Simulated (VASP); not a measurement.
# Re (P6_3/mmc) in VASP: a series of runs, part 2 of 2

VASP 6.6.1. Earlier steps stand in the parts before.

## Step 4: Single point, LDA (volume scaled by 1.02)

Input file INCAR:

```
SYSTEM = Re
PREC = Accurate ; ENCUT = 520
EDIFF = 1E-6 ; ISMEAR = -1
SIGMA = 0.05 ; LREAL = .FALSE.
LASPH = .TRUE. ; NELM = 100
ALGO = Normal ; ISIF = 2
LWAVE = .FALSE. ; LCHARG = .TRUE.
GGA = CA ; LELF = .TRUE.
LVHAR = .TRUE. ; NBANDS = 14
```

Input file KPOINTS:

```
regular mesh
0
G
  11 11 6
  0 0 0
```

Input file POSCAR:

```
Re
1.0
    2.7790839766      0.0000000000      0.0000000000
   -1.3895419883      2.4067573230      0.0000000000
    0.0000000000      0.0000000000      4.4877253638
Re
2
Direct
    0.6666666667      0.3333333333      0.7500000000
    0.3333333333      0.6666666667      0.2500000000
```

Potentials or basis: VASP PAW LDA potentials, release 64 (Re).

The run is started by

```console
$ cat potpaw_LDA.64/Re/POTCAR > POTCAR
$ mpirun -np 1 vasp_std > vasp.out
```

OUTCAR:

```text
SYSTEM = Re
   PREC = Accurate
   ENCUT = 520
   EDIFF = 1E-6
   ISMEAR = -1
   LREAL = .FALSE.
   LASPH = .TRUE.
   NELM = 100
   ISIF = 2
   GGA = CA

 ion  position               nearest neighbor table
   1  0.667  0.333  0.750-   2 2.76   2 2.76   2 2.76   2 2.76   2 2.76   2 2.76
   2  0.333  0.667  0.250-   1 2.76   1 2.76   1 2.76   1 2.76   1 2.76   1 2.76

  LATTYP: Found a hexagonal cell.
 ALAT       =     2.7790839766
 C/A-ratio  =     1.6148217908

  Lattice vectors:

 A1 = (   2.7790839766,   0.0000000000,   0.0000000000)
 A2 = (  -1.3895419883,   2.4067573230,   0.0000000000)
 A3 = (   0.0000000000,   0.0000000000,   4.4877253638)

Analysis of symmetry for initial positions (statically):
=====================================================================
 Subroutine PRICEL returns:
 Original cell was already a primitive cell.

 Routine SETGRP: Setting up the symmetry group for a
 hexagonal supercell.

 Subroutine GETGRP returns: Found 24 space group operations
 (whereof 12 operations were pure point group operations)
 out of a pool of 24 trial point group operations.

The static configuration has the point symmetry D_3d.
 The point group associated with its full space group is D_6h.

Analysis of symmetry for dynamics (positions and initial velocities):
=====================================================================
 Subroutine PRICEL returns:
 Original cell was already a primitive cell.

 Routine SETGRP: Setting up the symmetry group for a
 hexagonal supercell.

 Subroutine GETGRP returns: Found 24 space group operations
 (whereof 12 operations were pure point group operations)
 out of a pool of 24 trial point group operations.

The dynamic configuration has the point symmetry D_3d.
 The point group associated with its full space group is D_6h.

 Subroutine INISYM returns: Found 24 space group operations
 (whereof 12 operations are pure point group operations),
[... 122 lines left out ...]
   LHFCALC =     F    Hartree Fock is set to
   AEXX    =    0.0000 exact exchange contribution
   IVDW    =     0    specifies the selected vdW correction
   LEPSILON=     F    determine dielectric tensor
   LRPA    =     F    only Hartree local field effects (RPA)
 non-spin polarized calculation
  energy-cutoff  :      520.00
  volume of cell :       30.02
 maximum number of plane-waves:       818
 NGX is ok and might be reduce to    24
   NGX = 11   NGY = 11   NGZ = 17

 number of electron      14.0000000 magnetization

 Free energy of the ion-electron system (eV)
  ---------------------------------------------------
  ext. energy  EPLUGINS =         0.00000000
  ---------------------------------------------------
  free energy    TOTEN  =       -27.46822861 eV

  energy without entropy =      -27.45423426  energy(sigma->0) =      -27.46123143

 E-fermi :   7.6085     XC(G=0): -13.7352

 val. band max:        7.5762097718   @ k =   0.1818   0.0000   0.1667
 cond. band min:       7.6549963643   @ k =   0.1818   0.0909   0.0000
 fundamental gap:      0.0787865926
 Fermi energy:         7.6085466740

 k-point     1 :       0.0000    0.0000    0.0000
  band No.  band energies     occupation
      1      -2.0601      2.00000
      2       1.1355      2.00000
      3       6.0449      2.00000
      4       6.0476      2.00000
      5       6.0476      2.00000
      6       6.8566      2.00000
      7       6.8566      2.00000
      8       7.7589      0.09424
      9       7.7589      0.09424
     10       8.3011      0.00000
     11      10.8542      0.00000
     12      10.8542      0.00000
     13      17.3603      0.00000
     14      21.7901      0.00000
[... 377 lines left out ...]
      1       0.2165      2.00000
      2       2.8076      2.00000
      3       4.1474      2.00000
      4       4.4726      2.00000
      5       5.6982      2.00000
      6       6.3692      2.00000
      7       6.9603      2.00000
      8       7.8762      0.00942
      9       8.5722      0.00000
     10       8.9445      0.00000
     11      11.2351      0.00000
     12      14.2550      0.00000
     13      18.5797      0.00000
     14      23.3479      0.00000

 [... further k-points ...]

------------------------ aborting loop because EDIFF is reached ----------------------------------------

  FORCE on cell =-STRESS in cart. coord.  units (eV):
  Direction    XX          YY          ZZ          XY          YZ          ZX
  --------------------------------------------------------------------------------------
  -------------------------------------------------------------------------------------
  Total       -2.9465958     -2.9465958     -3.0564223      0.0000000      0.0000000     -0.0000000
  in kB     -157.2790589   -157.2790589   -163.1412180      0.0000000      0.0000000     -0.0000000
  external PRESSURE =    -159.2331119 kB  Pullay stress =       0.0000000 kB

 VOLUME and BASIS-vectors are now :
 -----------------------------------------------------------------------------
  energy-cutoff  :      520.00
  volume of cell :       30.02
      direct lattice vectors                 reciprocal lattice vectors
     2.779083977  0.000000000  0.000000000     0.359830796  0.207748407  0.000000000
    -1.389541988  2.406757323  0.000000000     0.000000000  0.415496814  0.000000000
     0.000000000  0.000000000  4.487725364     0.000000000  0.000000000  0.222830035

 POSITION                                       TOTAL-FORCE (eV/Angst)
 -----------------------------------------------------------------------------------
      1.38954      0.80225      3.36579        -0.000000     -0.000000      0.000000
     -0.00000      1.60450      1.12193         0.000000      0.000000      0.000000
 -----------------------------------------------------------------------------------
    total drift:                               -0.000000      0.000000     -0.000000

  FREE ENERGIE OF THE ION-ELECTRON SYSTEM (eV)
  ---------------------------------------------------
  free  energy   TOTEN  =       -27.4682286099 eV

  energy  without entropy=      -27.4542342595  energy(sigma->0) =      -27.46123143
```

Run time: 18 s. Hardware: 1 thread of Intel Xeon Platinum 8259CL at 2.50GHz (Skylake/Cascade Lake), shared host; peak memory 0.15 GiB.

What came out:

| Property | Result |
| --- | --- |
| Free energy | -27.4682 eV |
| Pressure | -15.9 GPa |
| Band gap on the k mesh | zero (band 7 reaches 8.99 eV, above the bottom of band 8 at 5.92 eV) |

Stress tensor (GPa, compression positive):
```
-15.73   0.00   0.00
  0.00 -15.73   0.00
  0.00   0.00 -16.31
```

Levels at points of the mesh, in eV from the Fermi level:
```csv
k point,band 5,band 6,band 7,band 8,band 9,band 10
"(0.00, 0.00, 0.00)",-1.56,-0.75,-0.75,0.15,0.15,0.69
"(0.00, 0.00, 0.50)",-1.69,-1.69,-1.69,-1.69,2.44,2.44
```

Caveat: spin-orbit coupling is left out, which moves the levels of the heavy elements.

## Step 5: Overview

```tsv
cell	gap on the mesh (eV)	pressure (GPa)
a = 2.742, b = 2.742, c = 4.428 Å, angles 90.0, 90.0, 120.0°, 2 atoms	none	-1.1
a = 2.761, b = 2.761, c = 4.458 Å, angles 90.0, 90.0, 120.0°, 2 atoms	none	-8.9
a = 2.779, b = 2.779, c = 4.488 Å, angles 90.0, 90.0, 120.0°, 2 atoms	none	-15.9
```

Alike in all rows: task single point; level LDA; potentials or basis VASP PAW LDA potentials, release 64 (Re); no spin polarisation; k mesh 11 × 11 × 6; cutoff (eV) 520; smearing fermi-dirac 0.05 eV.

Caveats: spin-orbit coupling is left out, which moves the levels of the heavy elements.

Absolute energies hang on the potentials; compare differences alone.
